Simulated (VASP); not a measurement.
# Al3Cu2 (P-3m1) in VASP: further runs, part 2 of 2

VASP 6.6.1.

## (3) Single point, r2SCAN (equal strain along all axes, cell held: -2.0 %, then relaxed in part)

Input file POSCAR:

```
Al3Cu2
1.0
    4.0197755474      0.0000000000      0.0000000000
   -2.0098877737      3.4812277416      0.0000000000
    0.0000000000      0.0000000000      4.8900641656
Al Cu
3 2
Direct
    0.0000000000      0.0000000000      0.0000000000
    0.3333333333      0.6666666667      0.3513249958
    0.6666666667      0.3333333333      0.6486750042
    0.3333333333      0.6666666667      0.8415069653
    0.6666666667      0.3333333333      0.1584930347
```

Input file INCAR.step1:

```
ALGO = Normal
EDIFF = 1E-4
ENCUT = 520
GGA = PE
ISMEAR = 0
LASPH = T
LCHARG = F
LREAL = F
LWAVE = T
NBANDS = 24
NELM = 60
PREC = Accurate
SIGMA = 0.1
```

Input file INCAR.step2:

```
ALGO = Normal
EDIFF = 1E-7
ENCUT = 520
ISIF = 2
ISMEAR = 0
ISTART = 1
LASPH = T
LCHARG = F
LMIXTAU = T
LREAL = F
LWAVE = F
METAGGA = R2SCAN
NBANDS = 24
NELM = 60
PREC = Accurate
SIGMA = 0.1
```

Input file KPOINTS:

```
k-points
0
Gamma
  12 12 8
```

Potentials or basis: VASP PAW PBE potentials, release 64 (Al, Cu).

Run with:

```sh
$ cat potpaw_PBE.64/Al/POTCAR potpaw_PBE.64/Cu/POTCAR > POTCAR
$ cp INCAR.step1 INCAR
$ mpirun -np 1 vasp_std > vasp.out
$ cp INCAR.step2 INCAR
$ mpirun -np 1 vasp_std > vasp.out
```

OUTCAR:

```text
EDIFF = 1E-7
   ENCUT = 520
   ISIF = 2
   ISMEAR = 0
   ISTART = 1
   LASPH = T
   LREAL = F
   METAGGA = R2SCAN
   NELM = 60
   PREC = Accurate

 ion  position               nearest neighbor table
   1  0.000  0.000  0.000-   4 2.45   5 2.45   5 2.45   4 2.45   5 2.45   4 2.45   2 2.89   3 2.89
                             2 2.89   3 2.89   3 2.89   2 2.89
   2  0.333  0.667  0.351-   4 2.40   4 2.49   5 2.51   5 2.51   5 2.51   3 2.74   3 2.74   3 2.74
                             1 2.89   1 2.89   1 2.89
   3  0.667  0.333  0.649-   5 2.40   5 2.49   4 2.51   4 2.51   4 2.51   2 2.74   2 2.74   2 2.74
                             1 2.89   1 2.89   1 2.89
   4  0.333  0.667  0.842-   2 2.40   1 2.45   1 2.45   1 2.45   2 2.49   3 2.51   3 2.51   3 2.51
                             5 2.79   5 2.79   5 2.79
   5  0.667  0.333  0.158-   3 2.40   1 2.45   1 2.45   1 2.45   3 2.49   2 2.51   2 2.51   2 2.51
                             4 2.79   4 2.79   4 2.79

  LATTYP: Found a hexagonal cell.
 ALAT       =     4.0197755474
 C/A-ratio  =     1.2165017942

  Lattice vectors:

 A1 = (   4.0197755474,   0.0000000000,   0.0000000000)
 A2 = (  -2.0098877737,   3.4812277416,   0.0000000000)
 A3 = (   0.0000000000,   0.0000000000,   4.8900641656)

Analysis of symmetry for initial positions (statically):
=====================================================================
 Subroutine PRICEL returns:
 Original cell was already a primitive cell.

 Routine SETGRP: Setting up the symmetry group for a
 hexagonal supercell.

 Subroutine GETGRP returns: Found 12 space group operations
 (whereof 12 operations were pure point group operations)
 out of a pool of 24 trial point group operations.

The static configuration has the point symmetry D_3d.

Analysis of symmetry for dynamics (positions and initial velocities):
=====================================================================
 Subroutine PRICEL returns:
[... 129 lines left out ...]
   EFERMI =   0.00;   METHOD = LEGACY
   ISMEAR =     0;   SIGMA  =   0.10  broadening in eV -4-tet -1-fermi 0-gaus
   EFERMI_NEDOS =   21; number of points for ismear=-14 and -15
   IALGO  =     38    algorithm
   IMIX   =      4    mixing-type and parameters
     AMIX     =   0.40;   BMIX     =  1.00
     AMIX_MAG =   1.60;   BMIX_MAG =  1.00
  volume/ion in A,a.u.               =      13.69        92.36
  Fermi-wavevector in a.u.,A,eV,Ry     =   1.257320  2.375990 21.508816  1.580853
  Thomas-Fermi vector in A             =   2.390985
   LORBIT       =      0    0 simple, 1 ext, 2 COOP (PROOUT), +10 PAW based schemes
   METAGGA = R2SCAN    functional components
   LHFCALC =     F    Hartree Fock is set to
   AEXX    =    0.0000 exact exchange contribution
   IVDW    =     0    specifies the selected vdW correction
   LEPSILON=     F    determine dielectric tensor
   LRPA    =     F    only Hartree local field effects (RPA)
 non-spin polarized calculation
 Gauss-broadening in eV      SIGMA  =   0.10
  energy-cutoff  :      520.00
  volume of cell :       68.43
 maximum number of plane-waves:      1866
 NGX is ok and might be reduce to    30
   NGX = 15   NGY = 15   NGZ = 19

 number of electron      31.0000032 magnetization

 Free energy of the ion-electron system (eV)
  ---------------------------------------------------
  ext. energy  EPLUGINS =         0.00000000
  ---------------------------------------------------
  free energy    TOTEN  =       -42.71810894 eV

  energy without entropy =      -42.71273276  energy(sigma->0) =      -42.71542085

 E-fermi :   9.0266     XC(G=0): -12.0362

 val. band max:        9.0187868885   @ k =  -0.0833   0.5000   0.2500
 cond. band min:       9.0406449999   @ k =   0.2500   0.2500   0.0000
 fundamental gap:      0.0218581114
 Fermi energy:         9.0265903441

 k-point     1 :       0.0000    0.0000    0.0000
  band No.  band energies     occupation
      1      -3.2915      2.00000
      2       1.9809      2.00000
      3       2.5957      2.00000
      4       3.1324      2.00000
      5       3.1325      2.00000
      6       3.5079      2.00000
[... 637 lines left out ...]
     23      15.2843      0.00000
     24      15.5713      0.00000

 [... further k-points ...]
[... 5 lines left out ...]
  --------------------------------------------------------------------------------------
  -------------------------------------------------------------------------------------
  Total        3.3745246      3.3745246      3.4750318     -0.0000000      0.0000000      0.0000000
  in kB       79.0086038     79.0086038     81.3618031     -0.0000000      0.0000000      0.0000000
  external PRESSURE =      79.7930035 kB  Pullay stress =       0.0000000 kB

 VOLUME and BASIS-vectors are now :
 -----------------------------------------------------------------------------
  energy-cutoff  :      520.00
  volume of cell :       68.43
      direct lattice vectors                 reciprocal lattice vectors
     4.019775547  0.000000000  0.000000000     0.248770109  0.143627489  0.000000000
    -2.009887774  3.481227742  0.000000000     0.000000000  0.287254978  0.000000000
     0.000000000  0.000000000  4.890064166     0.000000000  0.000000000  0.204496294

 POSITION                                       TOTAL-FORCE (eV/Angst)
 -----------------------------------------------------------------------------------
      0.00000      0.00000      0.00000        -0.000000      0.000000      0.000000
     -0.00000      2.32082      1.71800        -0.000000      0.000000      0.003409
      2.00989      1.16041      3.17206         0.000000     -0.000000     -0.003409
     -0.00000      2.32082      4.11502        -0.000000      0.000000     -0.010578
      2.00989      1.16041      0.77504        -0.000000      0.000000      0.010578
 -----------------------------------------------------------------------------------
    total drift:                               -0.000000      0.000000      0.000000

  FREE ENERGIE OF THE ION-ELECTRON SYSTEM (eV)
  ---------------------------------------------------
  free  energy   TOTEN  =       -42.7181089379 eV

  energy  without entropy=      -42.7127327560  energy(sigma->0) =      -42.71542085
```

OUTCAR.step1:

```text
EDIFF = 1E-4
   ENCUT = 520
   GGA = PE
   ISMEAR = 0
[... 887 lines left out ...]
     -0.00000      2.32082      1.71800         0.000000      0.000000      0.086325
      2.00989      1.16041      3.17206        -0.000000     -0.000000     -0.086325
     -0.00000      2.32082      4.11502         0.000000     -0.000000     -0.018876
      2.00989      1.16041      0.77504        -0.000000      0.000000      0.018876
 -----------------------------------------------------------------------------------
    total drift:                               -0.000000      0.000000      0.000000

  FREE ENERGIE OF THE ION-ELECTRON SYSTEM (eV)
  ---------------------------------------------------
  free  energy   TOTEN  =       -19.2590839134 eV

  energy  without entropy=      -19.2531824604  energy(sigma->0) =      -19.25613319
```

Run time: 7.2 min. Hardware: 1 thread of Intel Xeon 6975P-C (Granite Rapids), shared host; peak memory 0.3 GiB.

What came out:

| Quantity | Value |
| --- | --- |
| Free energy | -42.7181 eV |
| Pressure | 8.0 GPa |
| Largest force | 0.011 eV/Å |
| Band gap on the k mesh | zero (an odd number of electrons rules out a gap without spin polarisation) |

Forces on the atoms (eV/Å):
```
Al   0.000  0.000  0.000
Al   0.000  0.000  0.003
Al   0.000  0.000 -0.003
Cu   0.000  0.000 -0.011
Cu   0.000  0.000  0.011
```

Caveat: the cell differs from its parent crystal (equal strain along all axes, cell held: -2.0 %, then relaxed in part); the cell stands under pressure; the PAW data sets were made with another functional, which shifts forces and pressure a little.

The gap in the log of VASP goes by the Fermi energy; the results here count the filled bands.